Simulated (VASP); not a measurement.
# BiB (F-43m) in VASP: G0W0 quasiparticle levels with PBE

Aim: the G0W0 quasiparticle levels of BiB with PBE.

All numbers are computed with VASP 6.6.1; they aren't measurements. Logs are shortened: lines on timing, memory, paths and dates and some standing lists are left out, and cuts for length are marked.

### Step 1. The cell of the first run

Symmetry: F-43m, No. 216, cubic system. Conventional cell: a = 5.490 Å, b = 5.490 Å, c = 5.490 Å, α = 90.00°, β = 90.00°, γ = 90.00°. Within 3.1 Å of B (site symmetry -43m) lie 4 Bi at 2.38 Å. Bi (site symmetry -43m) has 4 B at 2.38 Å within 3.1 Å.

### Step 2. G0W0 quasiparticle levels, PBE

The input, POSCAR:

```
BiB
1.0
    0.0000000000      2.7448744688      2.7448744688
    2.7448744688      0.0000000000      2.7448744688
    2.7448744688      2.7448744688      0.0000000000
B Bi
1 1
Direct
    0.0000000000      0.0000000000      0.0000000000
    0.2500000000      0.2500000000      0.2500000000
```

The input, INCAR.step1:

```
ALGO = Normal ; EDIFF = 1E-8
ENCUT = 500 ; GGA = PE
ISMEAR = 0 ; LASPH = T
LCHARG = F ; LREAL = F
LWAVE = T ; NELM = 100
PREC = Accurate ; SIGMA = 0.01
```

The input, INCAR.step2:

```
ALGO = Exact ; EDIFF = 1E-8
ENCUT = 500 ; GGA = PE
ISMEAR = 0 ; ISTART = 1
LASPH = T ; LCHARG = F
LOPTICS = T ; LREAL = F
LWAVE = T ; NBANDS = 70
NELM = 1 ; PREC = Accurate
SIGMA = 0.01
```

The input, INCAR.step3:

```
ALGO = EVGW0 ; EDIFF = 1E-8
ENCUT = 500 ; ENCUTGW = 80.0
GGA = PE ; ISMEAR = 0
ISTART = 1 ; LASPH = T
LCHARG = F ; LREAL = F
LWAVE = F ; NBANDS = 70
NBANDSGW = 18 ; NELMGW = 1
NOMEGA = 96 ; OMEGAMAX = 20
PREC = Accurate ; PRECFOCK = Fast
SIGMA = 0.01
```

The input, KPOINTS:

```
k-points
0
Gamma
  4 4 4
```

Potentials or basis: VASP PAW PBE potentials, release 64 (B_GW, Bi_d_GW).

Launch:

```sh
> cat potpaw_PBE.64/B_GW/POTCAR potpaw_PBE.64/Bi_d_GW/POTCAR > POTCAR
> cp INCAR.step1 INCAR
> mpirun -np 1 vasp_std > vasp.out
> cp INCAR.step2 INCAR
> mpirun -np 1 vasp_std > vasp.out
> cp INCAR.step3 INCAR
> mpirun -np 1 vasp_std > vasp.out
```

OUTCAR:

```text
EDIFF = 1E-8
   ENCUT = 500
   ENCUTGW = 80.0
   GGA = PE
   ISMEAR = 0
   ISTART = 1
   LASPH = T
   LREAL = F
   NELMGW = 1
   PREC = Accurate
   PRECFOCK = Fast

 ion  position               nearest neighbor table
   1  0.000  0.000  0.000-   2 2.38   2 2.38   2 2.38   2 2.38
   2  0.250  0.250  0.250-   1 2.38   1 2.38   1 2.38   1 2.38

  LATTYP: Found a face centered cubic cell.
 ALAT       =     5.4897489376

  Lattice vectors:

 A1 = (   0.0000000000,   2.7448744688,   2.7448744688)
 A2 = (   2.7448744688,   0.0000000000,   2.7448744688)
 A3 = (   2.7448744688,   2.7448744688,   0.0000000000)

Analysis of symmetry for initial positions (statically):
=====================================================================
 Subroutine PRICEL returns:
 Original cell was already a primitive cell.

 Routine SETGRP: Setting up the symmetry group for a
 face centered cubic supercell.

 Subroutine GETGRP returns: Found 24 space group operations
 (whereof 24 operations were pure point group operations)
 out of a pool of 48 trial point group operations.

The static configuration has the point symmetry T_d .

Analysis of symmetry for dynamics (positions and initial velocities):
=====================================================================
 Subroutine PRICEL returns:
 Original cell was already a primitive cell.

 Routine SETGRP: Setting up the symmetry group for a
 face centered cubic supercell.

 Subroutine GETGRP returns: Found 24 space group operations
 (whereof 24 operations were pure point group operations)
 out of a pool of 48 trial point group operations.

The dynamic configuration has the point symmetry T_d .

 Subroutine INISYM returns: Found 24 space group operations
 (whereof 24 operations are pure point group operations),
 and found     1 'primitive' translations

----------------------------------------------------------------------------------------

                                     Primitive cell

  volume of cell :      41.3616

  direct lattice vectors                    reciprocal lattice vectors
     0.000000000  2.744874469  2.744874469    -0.182157693  0.182157693  0.182157693
     2.744874469  0.000000000  2.744874469     0.182157693 -0.182157693  0.182157693
     2.744874469  2.744874469  0.000000000     0.182157693  0.182157693 -0.182157693

  length of vectors
     3.881838701  3.881838701  3.881838701     0.315506379  0.315506379  0.315506379

  position of ions in fractional coordinates (direct lattice)
     0.000000000  0.000000000  0.000000000
     0.250000000  0.250000000  0.250000000

  ion indices of the primitive-cell ions
   primitive index   ion index
                 1           1
                 2           2

----------------------------------------------------------------------------------------

 KPOINTS: k-points

Automatic generation of k-mesh.
 Grid dimensions read from file:
 generate k-points for:    4    4    4

 Generating k-lattice:

  Cartesian coordinates                     Fractional coordinates (reciprocal lattice)
    -0.045539423  0.045539423  0.045539423     0.250000000  0.000000000  0.000000000
     0.045539423 -0.045539423  0.045539423     0.000000000  0.250000000  0.000000000
     0.045539423  0.045539423 -0.045539423     0.000000000  0.000000000  0.250000000

  Length of vectors
     0.078876595  0.078876595  0.078876595

  Shift w.r.t. Gamma in fractional coordinates (k-lattice)
     0.000000000  0.000000000  0.000000000

 Subroutine IBZKPT returns following result:
 ===========================================

 Found      8 irreducible k-points:

 Following reciprocal coordinates:
            Coordinates               Weight
  0.000000  0.000000  0.000000      1.000000
  0.250000  0.000000  0.000000      8.000000
  0.500000  0.000000  0.000000      4.000000
  0.250000  0.250000  0.000000      6.000000
  0.500000  0.250000  0.000000     24.000000
 -0.250000  0.250000  0.000000     12.000000
  0.500000  0.500000  0.000000      3.000000
 -0.250000  0.500000  0.250000      6.000000
   k-points           NKPTS =      8   k-points in BZ     NKDIM =     64   number of bands    NBANDS=     70
   number of dos      NEDOS =    301   number of ions     NIONS =      2
   total plane-waves  NPLWV =  21952
   dimension x,y,z NGX =    28 NGY =   28 NGZ =   28
   dimension x,y,z NGXF=    56 NGYF=   56 NGZF=   56
   ions per type =               1   1
   NGX,Y,Z   is equivalent  to a cutoff of  11.99, 11.99, 11.99 a.u.
   NGXF,Y,Z  is equivalent  to a cutoff of  23.98, 23.98, 23.98 a.u.
 SYSTEM =  unknown system
   PREC   = accura    normal or accurate (medium, high low for compatibility)
   ISTART =      1    job   : 0-new  1-cont  2-samecut
   ICHARG =      0    charge: 1-file 2-atom 10-const
   ISPIN  =      1    spin polarized calculation?
   LNONCOLLINEAR =      F non collinear calculations
   LSORBIT =      F    spin-orbit coupling
   LASPH  =      T    aspherical Exc in radial PAW
   ENCUT  =  500.0 eV  36.75 Ry    6.06 a.u.   7.08  7.08  7.08*2*pi/ulx,y,z
   NELM   =     60;   NELMIN=  2; NELMDL=  0     # of ELM steps
   EDIFF  = 0.1E-07   stopping-criterion for ELM
   LREAL  =      F    real-space projection
   EDIFFG = 0.1E-06   stopping-criterion for IOM
   NSW    =      0    number of steps for IOM
   IBRION =     -1    ionic relax: 0-MD 1-quasi-New 2-CG
   NFREE  =      0    steps in history (QN), initial steepest desc. (CG)
   ISIF   =      0    stress and relaxation
   ISYM   =      3    0-nonsym 1-usesym 2-fastsym
   POTIM  = 0.5000    time-step for ionic-motion
   TEBEG  =    0.0;   TEEND  =   0.0 temperature during run
   PSTRESS=    0.0 pullay stress
   NELECT =      20.0000    total number of electrons
   NUPDOWN=      -1.0000    fix difference up-down
   EMIN   =  10.00;   EMAX   =-10.00  energy-range for DOS
   EFERMI =   0.00;   METHOD = LEGACY
   ISMEAR =     0;   SIGMA  =   0.01  broadening in eV -4-tet -1-fermi 0-gaus
   EFERMI_NEDOS =   21; number of points for ismear=-14 and -15
   IALGO  =     38    algorithm
   IMIX   =      4    mixing-type and parameters
     AMIX     =   0.40;   BMIX     =  1.00
     AMIX_MAG =   1.60;   BMIX_MAG =  1.00
  volume/ion in A,a.u.               =      20.68       139.56
  Fermi-wavevector in a.u.,A,eV,Ry     =   1.284948  2.428200 22.464475  1.651092
  Thomas-Fermi vector in A             =   2.417112
   LORBIT       =      0    0 simple, 1 ext, 2 COOP (PROOUT), +10 PAW based schemes
   GGA     = PE    functional components
   LHFCALC =     T    Hartree Fock is set to
   PRECFOCK=fast      Normal, Fast or Accurate (Low or Medium for compatibility)
   ENCUT4O =  -1.0   cutoff for four orbital integrals eV
   NKREDX  =     1    reduce k-point grid by
   NKREDY  =     1    reduce k-point grid by
   NKREDZ  =     1    reduce k-point grid by
   AEXX    =    1.0000 exact exchange contribution
   HFSCREEN=    0.0000 screening length (either q_TF or 0.3 A-1)
   HFSCREENC=   0.0000 screening length for correlation (either q_TF or 0.3 A-1)
   ENCUTFOCK=  -1.0 apply spherical cutoff to Coloumb kernel
   IVDW    =     0    specifies the selected vdW correction
   LEPSILON=     F    determine dielectric tensor
   LRPA    =     F    only Hartree local field effects (RPA)
   LRPAFORCE           =     F    calculate RPA forces
   ENCUTGW             =  80.0    cutoff for response function in eV
   ENCUTGWSOFT         =  64.0    soft cutoff for Coulomb kernel in GW response function in eV
   ENCUTLF             =  -1.0    cutoff for local field effects
   NELMGW              =     1    number of iterations in solving QP/BSE equation
   NELMHF              =     1    number of iterations in the inner HF iteration
   NKREDLFX            =     1    NKREDLFY  =   1   NKREDLFZ  =   1
 non-spin polarized calculation
 Gauss-broadening in eV      SIGMA  =   0.01
  energy-cutoff  :      500.00
  volume of cell :       41.36
 maximum number of plane-waves:      1067
  NGX = 16; NGY = 16; NGZ = 16
   NGX = 15   NGY = 15   NGZ = 15
 maximum number of plane-waves:        70
 NGX is ok and might be reduce to    14

 QP shifts <psi_nk| G(iteration)W_0 |psi_nk>: iteration 1
 for sc-GW calculations column KS-energies equals QP-energies in previous step
 and V_xc(KS)=  KS-energies - (<T + V_ion + V_H > + <T+V_H+V_ion>^1  + <V_x>^1)

 k-point   1 :       0.0000    0.0000    0.0000
  band No.  KS-energies  QP-energies   sigma(KS)   V_xc(KS)     V^pw_x(r,r')   Z            occupation Imag(sigma)

      1    -149.2728    -161.1832     -29.9603     -13.1191     -38.0368       0.7072       2.0000       0.1174
      2     -18.8074     -20.9029     -21.0393     -18.1525     -27.0291       0.7259       2.0000       0.2737
      3     -18.8074     -20.9029     -21.0393     -18.1525     -27.0291       0.7259       2.0000       0.2737
      4     -18.8074     -20.9029     -21.0393     -18.1525     -27.0291       0.7259       2.0000       0.2737
      5     -18.7250     -20.7776     -21.0329     -18.1868     -26.9831       0.7212       2.0000       0.1874
      6     -18.7250     -20.7776     -21.0329     -18.1868     -26.9831       0.7212       2.0000       0.1874
[... 10 lines left out ...]
     17      14.8849      14.8618      -8.4343      -8.4041      -2.7521       0.7650       0.0000      -0.3691
     18      14.8849      14.8618      -8.4343      -8.4041      -2.7521       0.7650       0.0000      -0.3691

 k-point   2 :       0.2500    0.0000    0.0000
  band No.  KS-energies  QP-energies   sigma(KS)   V_xc(KS)     V^pw_x(r,r')   Z            occupation Imag(sigma)

      1    -149.2724    -161.2386     -29.9604     -13.1181     -38.0366       0.7105       2.0000       0.1173
      2     -18.8042     -20.8952     -21.0271     -18.1510     -27.0284       0.7270       2.0000       0.2783
      3     -18.7900     -20.8963     -21.0551     -18.1662     -27.0330       0.7291       2.0000       0.2672
      4     -18.7900     -20.8963     -21.0551     -18.1662     -27.0330       0.7291       2.0000       0.2672
      5     -18.7206     -20.7910     -21.0454     -18.1924     -26.9915       0.7257       2.0000       0.1962
      6     -18.7206     -20.7910     -21.0454     -18.1924     -26.9915       0.7257       2.0000       0.1962
[... 10 lines left out ...]
     17      13.6944      13.7529      -9.1140      -9.1897      -3.8335       0.7723       0.0000      -0.2820
     18      15.7563      15.9185      -9.6491      -9.8630      -3.8191       0.7584       0.0000      -0.4663

 k-point   3 :       0.5000    0.0000    0.0000
  band No.  KS-energies  QP-energies   sigma(KS)   V_xc(KS)     V^pw_x(r,r')   Z            occupation Imag(sigma)

      1    -149.2727    -161.1850     -29.9602     -13.1189     -38.0364       0.7073       2.0000       0.1173
      2     -18.8019     -20.8842     -21.0043     -18.1473     -27.0245       0.7289       2.0000       0.2817
      3     -18.7832     -20.8777     -21.0427     -18.1625     -27.0162       0.7272       2.0000       0.2537
      4     -18.7832     -20.8777     -21.0427     -18.1625     -27.0162       0.7272       2.0000       0.2537
      5     -18.7052     -20.7905     -21.0825     -18.2161     -27.0208       0.7275       2.0000       0.2061
      6     -18.7052     -20.7905     -21.0825     -18.2161     -27.0208       0.7275       2.0000       0.2061
[... 10 lines left out ...]
     17      15.5413      15.7877      -9.7920     -10.1214      -3.9021       0.7478       0.0000      -0.4172
     18      17.2361      17.5009     -10.6103     -10.9695      -4.3978       0.7372       0.0000      -0.7177

 k-point   4 :       0.2500    0.2500    0.0000
  band No.  KS-energies  QP-energies   sigma(KS)   V_xc(KS)     V^pw_x(r,r')   Z            occupation Imag(sigma)

      1    -149.2721    -161.2503     -29.9604     -13.1173     -38.0364       0.7112       2.0000       0.1173
      2     -18.8274     -20.9155     -21.0068     -18.1297     -27.0152       0.7258       2.0000       0.2867
      3     -18.7653     -20.8769     -21.0881     -18.1933     -27.0554       0.7294       2.0000       0.2629
      4     -18.7653     -20.8769     -21.0881     -18.1933     -27.0554       0.7294       2.0000       0.2629
      5     -18.7418     -20.7932     -21.0055     -18.1636     -26.9637       0.7218       2.0000       0.1966
      6     -18.7096     -20.7770     -21.0563     -18.2013     -26.9954       0.7241       2.0000       0.1929
[... 42 lines left out ...]
      5     -18.7247     -20.7873     -21.0310     -18.1834     -26.9806       0.7243       2.0000       0.1971
      6     -18.7134     -20.7871     -21.0621     -18.2018     -27.0058       0.7250       2.0000       0.2026
[... 10 lines left out ...]
     17      15.6750      15.8712      -9.5286      -9.7880      -3.4805       0.7561       0.0000      -0.4884
     18      17.4092      17.6549      -9.8718     -10.1981      -3.9747       0.7532       0.0000      -0.5394

 k-point   7 :       0.5000    0.5000    0.0000
  band No.  KS-energies  QP-energies   sigma(KS)   V_xc(KS)     V^pw_x(r,r')   Z            occupation Imag(sigma)

      1    -149.2723    -161.2435     -29.9598     -13.1179     -38.0359       0.7108       2.0000       0.1173
      2     -18.8467     -20.9212     -20.9586     -18.1082     -27.0003       0.7278       2.0000       0.3004
      3     -18.7615     -20.8094     -20.9667     -18.1351     -26.9404       0.7233       2.0000       0.2116
      4     -18.7222     -20.8443     -21.1426     -18.2363     -27.0823       0.7301       2.0000       0.2449
      5     -18.7222     -20.8443     -21.1426     -18.2363     -27.0823       0.7301       2.0000       0.2449
      6     -18.6941     -20.7813     -21.0780     -18.2160     -27.0066       0.7293       2.0000       0.1997
[... 10 lines left out ...]
     17      17.5984      17.8696     -10.4322     -10.7962      -4.1360       0.7448       0.0000      -0.7251
     18      18.2454      18.5986      -9.7724     -10.2395      -4.0114       0.7561       0.0000      -0.4959

 k-point   8 :      -0.2500    0.5000    0.2500
  band No.  KS-energies  QP-energies   sigma(KS)   V_xc(KS)     V^pw_x(r,r')   Z            occupation Imag(sigma)

      1    -149.2726    -161.2237     -29.9600     -13.1186     -38.0362       0.7096       2.0000       0.1173
      2     -18.8019     -20.8902     -21.0222     -18.1563     -27.0424       0.7287       2.0000       0.2965
      3     -18.7691     -20.8779     -21.0739     -18.1835     -27.0373       0.7296       2.0000       0.2516
      4     -18.7462     -20.8116     -21.0081     -18.1586     -26.9683       0.7248       2.0000       0.2189
      5     -18.7204     -20.8324     -21.1321     -18.2336     -27.0717       0.7286       2.0000       0.2342
      6     -18.7101     -20.7837     -21.0521     -18.1974     -26.9914       0.7264       2.0000       0.2019
[... 10 lines left out ...]
     17      17.4405      17.8547     -10.9114     -11.4521      -4.8232       0.7661       0.0000      -0.6926
     18      17.8808      18.3065     -10.2899     -10.8614      -4.1851       0.7449       0.0000      -0.6113
```

Run time: 2.2 min. Hardware: 1 thread of AMD EPYC 7R13 (Zen 3), shared host; peak memory 0.35 GiB.

What came out:

```yaml
Quasiparticle_gap: 0.68 eV
Least_direct_quasiparticle_gap: 0.73 eV
Band_gap_of_the_starting_levels_on_the_mesh: 0.28 eV
Least_direct_gap_of_the_starting_levels_on_the_mesh: 0.28 eV
```

Caveat: the k points lie up to 0.50 Å⁻¹ apart; bands, screening cutoff and mesh are small and nothing is extrapolated, so the quasiparticle values aren't converged; the structure was generated, so it needn't be the stable form of BiB; spin-orbit coupling is left out, which moves the levels of the heavy elements.
